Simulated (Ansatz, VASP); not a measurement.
**BiTe: VASP beside Ansatz**

```
Bi Te
1.0
     2.42271    1.39875    3.31729
    -2.42271    1.39875    3.31729
     0.00000   -2.79750    3.31729
Bi Te
1 1
Direct
  0.50000 0.50000 0.50000
  0.00000 0.00000 0.00000
```

Alike in both runs: task relaxation of cell and atoms; functional PBEsol; k mesh 12 × 12 × 12; occupations gaussian, width 0.1 eV; no spin polarisation.

|  | VASP | Ansatz |
| --- | --- | --- |
| version | VASP 6.6.1 | Ansatz 0.2.0 |
| potentials or method | VASP PAW PBE potentials, release 64 (Bi_d, Te), cutoff 600 eV | scalar-relativistic, plane waves, PAW |
| valence electrons in the cell | 21 | 31 |

|  | VASP | Ansatz | Ansatz less VASP |
| --- | --- | --- | --- |
| gap on the k mesh at the Fermi level, each at its own relaxed structure (eV) | none | none | - |
| relaxed volume (Å³/atom) | 31.86 | 31.86 | 0.000 |
| relaxed cell length with the largest relative difference (Å) | 4.227 | 4.229 | +0.0015 |

VASP's potentials were made for PBE, not for PBEsol. A gap of «none» marks a metal or a gap that the smearing closes. VASP's potentials hold 21 valence electrons a cell and Ansatz's 31, so a difference there can come from the potentials and not from the codes.

Neither program's run includes spin-orbit coupling.
